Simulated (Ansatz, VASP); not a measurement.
**CoPdC4N4 in VASP and in Ansatz**

```
Co Pd C N
1.0
     5.94531    0.00000    0.00000
     0.00000    5.94531    0.00000
     0.00000    0.00000    5.94531
Co Pd C N
1 1 4 4
Direct
  0.00000 0.00000 0.00000
  0.50000 0.50000 0.50000
  0.18391 0.18391 0.18391
  0.18391 0.81609 0.81609
  0.81609 0.18391 0.81609
  0.81609 0.81609 0.18391
  0.29797 0.29797 0.29797
  0.29797 0.70203 0.70203
  0.70203 0.29797 0.70203
  0.70203 0.70203 0.29797
```

Alike in both runs: functional PBE; k mesh 6 × 6 × 6; occupations gaussian, width 0.1 eV; collinear spin.

Ansatz relaxed the structure, and its values are those at the end. VASP's run is a single point on that final structure, the one shown.

|  | VASP | Ansatz |
| --- | --- | --- |
| version | VASP 6.6.1 | Ansatz 0.2.0 |
| potentials or method | VASP PAW PBE potentials, release 64 (Co, Pd, C, N), cutoff 600 eV | scalar-relativistic, plane waves, PAW |
| valence electrons in the cell | 55 | 71 |

|  | VASP | Ansatz | Ansatz less VASP |
| --- | --- | --- | --- |
| gap on the k mesh at the Fermi level (eV) | none | none | - |
| pressure (GPa) | 0.2 | 0.0 | -0.21 |
| rms of the force components (eV/Å) | 0.174 | 0.002 | -0.1714 |
| net moment per atom (μB) | 0.10 | 0.10 | 0.000 |
| size of the moment on the site where the two differ most (μB) | 1.85 | 1.65 | -0.199 |

Site moments also hang on the region over which each program counts them. A gap of «none» marks a metal or a gap that the smearing closes. One of these differences is far larger than is usual between the two programs; its cause wasn't traced. VASP's potentials hold 55 valence electrons a cell and Ansatz's 71, so a difference there can come from the potentials and not from the codes.

Noted on VASP's run: the standard files for N, O and F lose accuracy on very short bonds.
